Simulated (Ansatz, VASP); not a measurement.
**HW3N4 in VASP and in Ansatz**

File INCAR:

```
PREC     = Accurate       # precision mode
ENCUT    = 1000           # plane-wave cutoff, eV
EDIFF    = 1E-6           # SCF threshold, eV
ISMEAR   = 0              # smearing method
SIGMA    = 0.15           # smearing width, eV
LREAL    = False          # projectors in reciprocal space
LASPH    = True           # aspherical terms in the spheres
NELM     = 120            # most SCF steps
ALGO     = Normal         # electronic algorithm
ISIF     = 2              # what is computed and relaxed
LWAVE    = False          # write WAVECAR
LCHARG   = False          # write CHGCAR
GGA      = CA             # functional
NBANDS   = 42             # bands
GGA_COMPAT= False
```

KPOINTS

```
Automatic mesh
0
Gamma
  8 8 8
```

POSCAR

```
HW3N4
1.0
    4.1569984136      0.0000000000      0.0000000000
    0.0000000000      4.1569984136      0.0000000000
    0.0000000000      0.0000000000      4.1569984136
W N H
3 4 1
Direct
    0.5000000000      0.5000000000      0.0000000000
    0.0000000000      0.5000000000      0.5000000000
    0.5000000000      0.0000000000      0.5000000000
    0.5000000000      0.5000000000      0.5000000000
    0.5000000000      0.0000000000      0.0000000000
    0.0000000000      0.5000000000      0.0000000000
    0.0000000000      0.0000000000      0.5000000000
   -1.0833318003      0.9166681997      0.9166681997
```

Input for Ansatz:

```yaml
crystal:
  lattice:
    - [4.1569984136, 0.0, 0.0]
    - [0.0, 4.1569984136, 0.0]
    - [0.0, 0.0, 4.1569984136]
  atoms:
    - { symbol: W, position: [0.5, 0.5, 0.0] }
    - { symbol: W, position: [0.0, 0.5, 0.5] }
    - { symbol: W, position: [0.5, 0.0, 0.5] }
    - { symbol: "N", position: [0.5, 0.5, 0.5] }
    - { symbol: "N", position: [0.5, 0.0, 0.0] }
    - { symbol: "N", position: [0.0, 0.5, 0.0] }
    - { symbol: "N", position: [0.0, 0.0, 0.5] }
    - { symbol: H, position: [-1.0833318003, 0.9166681997, 0.9166681997] }
basis:
  ecutwfc: 420
kpoints:
  mp_grid: { grid: [8, 8, 8] }
hamiltonian:
  xc: lda
  pseudopotentials: { kind: paw, azcp: { folder: soft_1 } }
scf:
  occupations: { method: gaussian, width: 0.15 }
output:
  forces: true
  stress: true
  eigenvalues: true
  write_density: true
  write_potential: true
  elf: true
  volumetric_format: npy
```

Alike in both runs: task single point; functional LDA; k mesh 8 × 8 × 8; occupations gaussian, width 0.15 eV; no spin polarisation.

|  | VASP | Ansatz |
| --- | --- | --- |
| version | VASP 6.6.1 | Ansatz 0.2.0 |
| potentials or method | VASP PAW LDA potentials, release 64 (W_sv, N_h, H_h), cutoff 1000 eV | scalar-relativistic, plane waves, PAW |
| valence electrons in the cell | 63 | 63 |

|  | VASP | Ansatz | Ansatz less VASP |
| --- | --- | --- | --- |
| gap on the k mesh at the Fermi level (eV) | none | none | - |
| rms of the force components (eV/Å) | 0.409 | 0.409 | +0.0002 |

Ansatz warns that its potentials were made for another functional, while VASP's fit it. LDA's correlation is that of Perdew and Zunger in VASP and of Perdew and Wang (1992) in Ansatz. Atom by atom the forces differ by 0.002 eV/Å (rms over components). A gap of «none» marks a metal or a gap that the smearing closes.

Neither program's run includes spin-orbit coupling.
